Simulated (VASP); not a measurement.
## LaAl4Cl3: single point with PBE

LaAl4Cl3:

```
La Al Cl
1.0
     5.33252    0.00000    0.00000
    -2.66626    4.61810    0.00000
     0.00000    0.00000   12.82596
La Al Cl
1 4 3
Cartesian
  0.0000 0.0000 6.4130
  0.0000 3.0787 0.0000
  2.6663 1.5394 0.0000
  0.0000 3.0787 6.4130
  2.6663 1.5394 6.4130
  0.0000 0.0000 0.0000
  0.0000 0.0000 3.7547
  0.0000 0.0000 9.0712
```

```yaml
Program: VASP 6.6.1
Task: single point
Functional: PBE
Potentials_or_basis: VASP PAW PBE potentials, release 64 (La, Al, Cl)
Cutoff: 520 eV
k_mesh: 12 × 12 × 4
Occupations: gaussian, width 0.1 eV
Spin: no spin polarisation
```

```json
{"Pressure": "0.0 GPa", "Largest force": "0.013 eV/Å", "Band gap on the k mesh": "zero (bands 22 and 23 overlap by 0.68 eV)"}
```

Forces in eV/Å, atoms in the order of the input:
```
La   0.000  0.000  0.000
Al   0.000  0.000  0.000
Al   0.000  0.000  0.000
Al   0.000  0.000  0.000
Al   0.000  0.000  0.000
Cl   0.000  0.000  0.000
Cl   0.000  0.000  0.013
Cl   0.000  0.000 -0.013
```

Levels at points of the mesh, in eV from the Fermi level:
```tsv
k point	band 20	band 21	band 22	band 23	band 24	band 25
(0.00, 0.00, 0.00)	-2.31	-1.48	-1.10	-0.52	-0.51	-0.51
(0.50, 0.00, 0.00)	-1.75	-0.73	-0.41	0.14	0.52	0.56
(0.00, 0.00, 0.50)	-2.31	-1.48	-1.10	-0.51	-0.51	-0.50
(0.50, 0.00, 0.50)	-1.75	-0.73	-0.41	0.19	0.51	0.52
```

It took 9.7 min on 1 thread of Intel(R) Xeon(R) Platinum 8488C (Sapphire Rapids) (shared host), peak memory 0.81 GiB.

Caveat: spin-orbit coupling is left out, which moves the levels of the heavy elements.
